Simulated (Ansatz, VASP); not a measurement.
# One calculation of C, two programs

```xyz
2
Lattice="2.1143 0.0000 0.0000 -1.0572 1.8311 0.0000 0.0000 0.0000 3.5938" Properties=species:S:1:pos:R:3 pbc="T T T"
C     0.0000    1.2207    0.8985
C     1.0572    0.6104    2.6954
```

Alike in both runs: task relaxation of cell and atoms; functional r2SCAN; k mesh 9 × 9 × 6; occupations gaussian, width 0.1 eV; no spin polarisation.

|  | VASP | Ansatz |
| --- | --- | --- |
| version | VASP 6.6.1 | Ansatz 0.2.0 |
| potentials or method | VASP PAW PBE potentials, release 64 (C), cutoff 600 eV | scalar-relativistic, plane waves, PAW |
| valence electrons in the cell | 8 | 8 |

|  | VASP | Ansatz | Ansatz less VASP |
| --- | --- | --- | --- |
| gap on the k mesh at the Fermi level, each at its own relaxed structure (eV) | none | none | - |
| relaxed volume (Å³/atom) | 7.14 | 7.12 | -0.017 |
| relaxed cell length with the largest relative difference (Å) | 3.707 | 3.702 | -0.0057 |

VASP's potentials were made for PBE, not for r2SCAN. A gap of «none» marks a metal or a gap that the smearing closes.

The k mesh is coarse, so the values compare programs but aren't converged.
